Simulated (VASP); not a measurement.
Runs of VASP 6.6.1 on Al. The structure is that of space group Fm-3m (No. 225), or close to it. The cells are those of the table. 

| cell | k mesh | smearing | gap on the mesh (eV) | pressure (GPa) |
| --- | --- | --- | --- | --- |
| a = 2.914 Å, angles 60.0°, 1 atom | 18 × 18 × 18 | gaussian 0.1 eV | none | -7.2 |
| a = 2.825 Å, angles 60.0°, 1 atom | 20 × 20 × 20 | fermi-dirac 0.15 eV | none | -0.3 |
| a = 2.735 Å, angles 60.0°, 1 atom | 18 × 18 × 18 | gaussian 0.1 eV | none | 10.3 |
| a = 2.878 Å, angles 60.0°, 1 atom | 18 × 18 × 18 | gaussian 0.1 eV | none | -4.9 |
| a = 2.765 Å, angles 60.0°, 1 atom | 18 × 18 × 18 | gaussian 0.1 eV | none | (a) |
| a = 2.823 Å, angles 60.0°, 1 atom | 18 × 18 × 18 | gaussian 0.1 eV | none | -0.3 |
| a = 2.851 Å, angles 60.0°, 1 atom | 18 × 18 × 18 | gaussian 0.1 eV | none | -2.8 |
| a = 2.705 Å, angles 60.0°, 1 atom | 18 × 18 × 18 | gaussian 0.1 eV | none | (b) |
| a = 2.864 Å, angles 60.0°, 1 atom | 8 × 8 × 8 | gaussian 0.1 eV | none | -3.5 |
| a = 2.794 Å, angles 60.0°, 1 atom | 18 × 18 × 18 | gaussian 0.1 eV | none | (c) |

Alike in all rows: task single point; level r2SCAN; potentials or basis VASP PAW PBE potentials, release 64 (Al); no spin polarisation; cutoff (eV) 520.

Problem. Estimate the missing entries.

Solution. (a) 6.2; (b) 15.2; (c) 2.7.

Caveats: the PAW data sets were made with another functional, which shifts forces and pressure a little.

A gap of «none» marks levels without a gap at the run's occupations.
